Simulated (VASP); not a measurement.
# WC (P3m1) in VASP: a series of runs

WC is run at these levels: r2SCAN; tasks: single point.

Program: VASP 6.6.1. These are calculated values, not measurements. Logs are shortened: lines on timing, memory, paths and dates and some standing lists are left out, and cuts for length are marked.

## Step 1: The cell of the first run

The structure is trigonal, space group P3m1 (No. 156). Conventional cell: a = 2.901 Å, b = 2.901 Å, c = 2.829 Å, α = 90.00°, β = 90.00°, γ = 120.00°. W (site symmetry 3m) has 6 C at 1.93 to 2.51 Å within 2.6 Å. Within 2.6 Å of C (site symmetry 3m) lie 6 W at 1.93 to 2.51 Å.

## Step 2: Single point, r2SCAN (atom 1 (W) moved by (+0.000, -0.450) A along [1 1 0] and z)

Input file POSCAR:

```
WC
1.0
    2.9005014360      0.0000000000      0.0000000000
   -1.4502507180      2.5119079273      0.0000000000
    0.0000000000      0.0000000000      2.8290000000
W C
1 1
Direct
    0.0000000000      0.0000000000     -0.1590668081
    0.6666666667      0.3333333333      0.5000000000
```

Input file INCAR.step1:

```
PREC = Accurate ; ENCUT = 520
ISMEAR = 0 ; SIGMA = 0.15
LREAL = False ; LASPH = True
NELM = 60 ; NBANDS = 16
GGA = PE ; ALGO = Normal
EDIFF = 1E-4 ; LWAVE = True
LCHARG = False
```

Input file INCAR.step2:

```
PREC = Accurate ; ENCUT = 520
EDIFF = 1E-6 ; ISMEAR = 0
SIGMA = 0.15 ; LREAL = False
LASPH = True ; NELM = 60
ALGO = Normal ; ISIF = 2
LWAVE = False ; LCHARG = False
METAGGA = R2SCAN ; LMIXTAU = True
NBANDS = 16 ; ISTART = 1
```

Input file KPOINTS:

```
Automatic mesh
0
Gamma
  18 18 16
```

Potentials or basis: VASP PAW PBE potentials, release 64 (W_sv, C).

Launch:

```
$ cat potpaw_PBE.64/W_sv/POTCAR potpaw_PBE.64/C/POTCAR > POTCAR
$ cp INCAR.step1 INCAR
$ mpirun -np 1 vasp_std > vasp.out
$ cp INCAR.step2 INCAR
$ mpirun -np 1 vasp_std > vasp.out
```

OUTCAR:

```text
PREC = Accurate
   ENCUT = 520
   EDIFF = 1E-6
   ISMEAR = 0
   LREAL = False
   LASPH = True
   NELM = 60
   ISIF = 2
   METAGGA = R2SCAN
   ISTART = 1

 ion  position               nearest neighbor table
   1  0.000  0.000  0.841-   2 1.93   2 1.93   2 1.93   2 2.51   2 2.51   2 2.51
   2  0.667  0.333  0.500-   1 1.93   1 1.93   1 1.93   1 2.51   1 2.51   1 2.51

  LATTYP: Found a hexagonal cell.
 ALAT       =     2.9005014360
 C/A-ratio  =     0.9753485949

  Lattice vectors:

 A1 = (   2.9005014360,   0.0000000000,   0.0000000000)
 A2 = (  -1.4502507180,   2.5119079273,   0.0000000000)
 A3 = (   0.0000000000,   0.0000000000,   2.8290000000)

Analysis of symmetry for initial positions (statically):
=====================================================================
 Subroutine PRICEL returns:
 Original cell was already a primitive cell.

 Routine SETGRP: Setting up the symmetry group for a
 hexagonal supercell.

 Subroutine GETGRP returns: Found  6 space group operations
 (whereof  6 operations were pure point group operations)
 out of a pool of 24 trial point group operations.

The static configuration has the point symmetry C_3v.

Analysis of symmetry for dynamics (positions and initial velocities):
=====================================================================
 Subroutine PRICEL returns:
 Original cell was already a primitive cell.

 Routine SETGRP: Setting up the symmetry group for a
 hexagonal supercell.

 Subroutine GETGRP returns: Found  6 space group operations
 (whereof  6 operations were pure point group operations)
 out of a pool of 24 trial point group operations.

The dynamic configuration has the point symmetry C_3v.

 Subroutine INISYM returns: Found  6 space group operations
 (whereof  6 operations are pure point group operations),
 and found     1 'primitive' translations

----------------------------------------------------------------------------------------

                                     Primitive cell

  volume of cell :      20.6115

  direct lattice vectors                    reciprocal lattice vectors
     2.900501436  0.000000000  0.000000000     0.344767973  0.199051882  0.000000000
    -1.450250718  2.511907927  0.000000000     0.000000000  0.398103764  0.000000000
     0.000000000  0.000000000  2.829000000     0.000000000  0.000000000  0.353481796

  length of vectors
     2.900501436  2.900501436  2.829000000     0.398103764  0.398103764  0.353481796

  position of ions in fractional coordinates (direct lattice)
     0.000000000  0.000000000  0.840933192
     0.666666667  0.333333333  0.500000000
[... 74 lines left out ...]
   LASPH  =      T    aspherical Exc in radial PAW
   ENCUT  =  520.0 eV  38.22 Ry    6.18 a.u.   5.39  5.39  5.26*2*pi/ulx,y,z
   NELM   =     60;   NELMIN=  2; NELMDL=  0     # of ELM steps
   EDIFF  = 0.1E-05   stopping-criterion for ELM
   LREAL  =      F    real-space projection
   EDIFFG = 0.1E-04   stopping-criterion for IOM
   NSW    =      0    number of steps for IOM
   IBRION =     -1    ionic relax: 0-MD 1-quasi-New 2-CG
   NFREE  =      0    steps in history (QN), initial steepest desc. (CG)
   ISIF   =      2    stress and relaxation
   ISYM   =      2    0-nonsym 1-usesym 2-fastsym
   POTIM  = 0.5000    time-step for ionic-motion
   TEBEG  =    0.0;   TEEND  =   0.0 temperature during run
   PSTRESS=    0.0 pullay stress
   NELECT =      18.0000    total number of electrons
   NUPDOWN=      -1.0000    fix difference up-down
   EMIN   =  10.00;   EMAX   =-10.00  energy-range for DOS
   EFERMI =   0.00;   METHOD = LEGACY
   ISMEAR =     0;   SIGMA  =   0.15  broadening in eV -4-tet -1-fermi 0-gaus
   EFERMI_NEDOS =   21; number of points for ismear=-14 and -15
   IALGO  =     38    algorithm
   IMIX   =      4    mixing-type and parameters
     AMIX     =   0.40;   BMIX     =  1.00
     AMIX_MAG =   1.60;   BMIX_MAG =  1.00
  volume/ion in A,a.u.               =      10.31        69.55
  Fermi-wavevector in a.u.,A,eV,Ry     =   1.564813  2.957068 33.315762  2.448639
  Thomas-Fermi vector in A             =   2.667381
   LORBIT       =      0    0 simple, 1 ext, 2 COOP (PROOUT), +10 PAW based schemes
   METAGGA = R2SCAN    functional components
   LHFCALC =     F    Hartree Fock is set to
   AEXX    =    0.0000 exact exchange contribution
   IVDW    =     0    specifies the selected vdW correction
   LEPSILON=     F    determine dielectric tensor
   LRPA    =     F    only Hartree local field effects (RPA)
 non-spin polarized calculation
 Gauss-broadening in eV      SIGMA  =   0.15
  energy-cutoff  :      520.00
  volume of cell :       20.61
 maximum number of plane-waves:       580
 NGX is ok and might be reduce to    24
   NGX = 11   NGY = 11   NGZ = 11

 number of electron      17.9999999 magnetization

 Free energy of the ion-electron system (eV)
  ---------------------------------------------------
  ext. energy  EPLUGINS =         0.00000000
  ---------------------------------------------------
  free energy    TOTEN  =       -59.93994758 eV

  energy without entropy =      -59.93535250  energy(sigma->0) =      -59.93765004

 E-fermi :  11.5843     XC(G=0): -14.8636

 val. band max:       11.5572891302   @ k =   0.1667   0.0000   0.3125
 cond. band min:      11.5933739721   @ k =   0.1667   0.0556   0.4375
 fundamental gap:      0.0360848419
 Fermi energy:        11.5843414689

 k-point     1 :       0.0000    0.0000    0.0000
  band No.  band energies     occupation
      1     -64.5817      2.00000
      2     -27.9485      2.00000
      3     -27.9375      2.00000
      4     -27.9375      2.00000
      5      -4.1729      2.00000
      6       4.9284      2.00000
[... 433 lines left out ...]
      3     -28.2325      2.00000
      4     -27.8255      2.00000
      5      -1.0802      2.00000
      6       3.9880      2.00000
[... 8 lines left out ...]
     15      27.3475      0.00000
     16      28.0271      0.00000

 [... further k-points ...]
[... 5 lines left out ...]
  --------------------------------------------------------------------------------------
  -------------------------------------------------------------------------------------
  Total        7.1124276      7.1124276      5.6824572      0.0000000      0.0000000      0.0000000
  in kB      552.8644810    552.8644810    441.7097682      0.0000000      0.0000000      0.0000000
  external PRESSURE =     515.8129101 kB  Pullay stress =       0.0000000 kB

 VOLUME and BASIS-vectors are now :
 -----------------------------------------------------------------------------
  energy-cutoff  :      520.00
  volume of cell :       20.61
      direct lattice vectors                 reciprocal lattice vectors
     2.900501436  0.000000000  0.000000000     0.344767973  0.199051882  0.000000000
    -1.450250718  2.511907927  0.000000000     0.000000000  0.398103764  0.000000000
     0.000000000  0.000000000  2.829000000     0.000000000  0.000000000  0.353481796

 POSITION                                       TOTAL-FORCE (eV/Angst)
 -----------------------------------------------------------------------------------
      0.00000      0.00000      2.37900         0.000000      0.000000      7.715721
      1.45025      0.83730      1.41450        -0.000000      0.000000     -7.715721
 -----------------------------------------------------------------------------------
    total drift:                                0.000000      0.000000     -0.000146

  FREE ENERGIE OF THE ION-ELECTRON SYSTEM (eV)
  ---------------------------------------------------
  free  energy   TOTEN  =       -59.9399475780 eV

  energy  without entropy=      -59.9353525018  energy(sigma->0) =      -59.93765004
```

OUTCAR.step1:

```text
PREC = Accurate
   ENCUT = 520
   ISMEAR = 0
   LREAL = False
   LASPH = True
[... 679 lines left out ...]
      0.00000      0.00000      2.37900         0.000000      0.000000      7.719666
      1.45025      0.83730      1.41450        -0.000000      0.000000     -7.719666
 -----------------------------------------------------------------------------------
    total drift:                                0.000000      0.000000      0.002332

  FREE ENERGIE OF THE ION-ELECTRON SYSTEM (eV)
  ---------------------------------------------------
  free  energy   TOTEN  =       -20.7519490771 eV

  energy  without entropy=      -20.7468540263  energy(sigma->0) =      -20.74940155
```

OSZICAR.step1:

```text
N       E                     dE             d eps       ncg     rms          rms(c)
DAV:   1     0.117926869710E+03    0.11793E+03   -0.96961E+03 16736   0.125E+03
DAV:   2    -0.205737529421E+02   -0.13850E+03   -0.13381E+03 19920   0.350E+02
DAV:   3    -0.239166689657E+02   -0.33429E+01   -0.33320E+01 18624   0.525E+01
DAV:   4    -0.239346258583E+02   -0.17957E-01   -0.17956E-01 21328   0.427E+00
DAV:   5    -0.239347775863E+02   -0.15173E-03   -0.15173E-03 18912   0.358E-01    0.390E+01
DAV:   6    -0.208374122522E+02    0.30974E+01   -0.58940E+00 19136   0.266E+01    0.116E+01
DAV:   7    -0.207790900218E+02    0.58322E-01   -0.45391E-01 17064   0.562E+00    0.771E+00
DAV:   8    -0.207532547646E+02    0.25835E-01   -0.44526E-02 19656   0.192E+00    0.570E-01
DAV:   9    -0.207519857531E+02    0.12690E-02   -0.38806E-03 19120   0.495E-01    0.145E-01
DAV:  10    -0.207519490771E+02    0.36676E-04   -0.35252E-04 18672   0.194E-01
   1 F= -.20751949E+02 E0= -.20749402E+02  d E =-.509505E-02
```

Wall time 4.8 min (1 thread of Intel Xeon 6975P-C, shared host); peak memory 0.29 GiB.

Results:

```
Free energy            : -59.9399 eV
Pressure               : 51.6 GPa
Largest force          : 7.716 eV/Å
Band gap on the k mesh : zero (band 9 reaches 13.98 eV, above the bottom of band 10 at 11.16 eV)
```

Forces in eV/Å, atoms in the order of the input:
```
W    0.000  0.000  7.716
C    0.000  0.000 -7.716
```

Stress tensor (GPa, compression positive):
```
55.29  0.00  0.00
 0.00 55.29  0.00
 0.00  0.00 44.17
```

Caveat: the cell differs from its parent crystal (atom 1 (W) moved by (+0.000, -0.450) A along [1 1 0] and z); the PAW data sets were made with another functional, which shifts forces and pressure a little; spin-orbit coupling is left out, which moves the levels of the heavy elements.

## Step 3: Single point, r2SCAN (atom 1 (W) moved by (+0.000, -0.225) A along [1 1 0] and z)

POSCAR: that of step 2 with these lines changed.

```diff
@@ -8,3 +8,3 @@
 Direct
-    0.0000000000      0.0000000000     -0.1590668081
+    0.0000000000      0.0000000000     -0.0795334040
     0.6666666667      0.3333333333      0.5000000000
```

Input file INCAR.step1:

```
SYSTEM = WC
  PREC = Accurate
  ENCUT = 520
  ISMEAR = 0
  SIGMA = 0.15
  LREAL = .False.
  LASPH = .True.
  NELM = 100
  NBANDS = 16
  GGA = PE
  ALGO = Normal
  EDIFF = 1E-4
  LWAVE = .True.
  LCHARG = .False.
```

Input file INCAR.step2:

```
SYSTEM = WC
  PREC = Accurate
  ENCUT = 520
  EDIFF = 1E-6
  ISMEAR = 0
  SIGMA = 0.15
  LREAL = .False.
  LASPH = .True.
  NELM = 100
  ALGO = Normal
  ISIF = 2
  LWAVE = .False.
  LCHARG = .True.
  METAGGA = R2SCAN
  LMIXTAU = .True.
  LELF = .True.
  LVHAR = .True.
  NBANDS = 16
  ISTART = 1
```

Input file KPOINTS:

```
regular mesh
0
Gamma
  18 18 16
  0 0 0
```

Potentials or basis: VASP PAW PBE potentials, release 64 (W_sv, C).

Launch:

```
$ cat potpaw_PBE.64/W_sv/POTCAR potpaw_PBE.64/C/POTCAR > POTCAR
$ cp INCAR.step1 INCAR
$ mpirun -np 1 vasp_std > vasp.out
$ cp INCAR.step2 INCAR
$ mpirun -np 1 vasp_std > vasp.out
```

It took 4.8 min on 1 thread of Intel Xeon 6975P-C, shared host; peak memory 0.29 GiB.

It converged, with:

```
Free energy            : -61.2265 eV
Pressure               : 18.3 GPa
Largest force          : 3.594 eV/Å
Band gap on the k mesh : zero (band 9 reaches 12.18 eV, above the bottom of band 10 at 10.81 eV)
```

Forces in eV/Å, atoms in the order of the input:
```
W    0.000  0.000  3.594
C    0.000  0.000 -3.594
```

Stress tensor (GPa, compression positive):
```
17.18  0.00  0.00
 0.00 17.18  0.00
 0.00  0.00 20.42
```

Levels at points of the mesh, in eV from the Fermi level:
```csv
k point,band 7,band 8,band 9,band 10,band 11,band 12
"(0.00, 0.00, 0.00)",-4.03,-4.03,0.89,3.05,3.05,6.55
"(0.50, 0.00, 0.00)",-4.33,-3.14,-1.31,3.00,4.68,4.78
"(0.00, 0.00, 0.50)",-2.97,-2.97,-0.42,-0.42,4.12,5.13
"(0.50, 0.00, 0.50)",-4.77,-4.32,0.15,4.40,5.41,6.69
```

Caveat: the cell differs from its parent crystal (atom 1 (W) moved by (+0.000, -0.225) A along [1 1 0] and z); the PAW data sets were made with another functional, which shifts forces and pressure a little; spin-orbit coupling is left out, which moves the levels of the heavy elements.
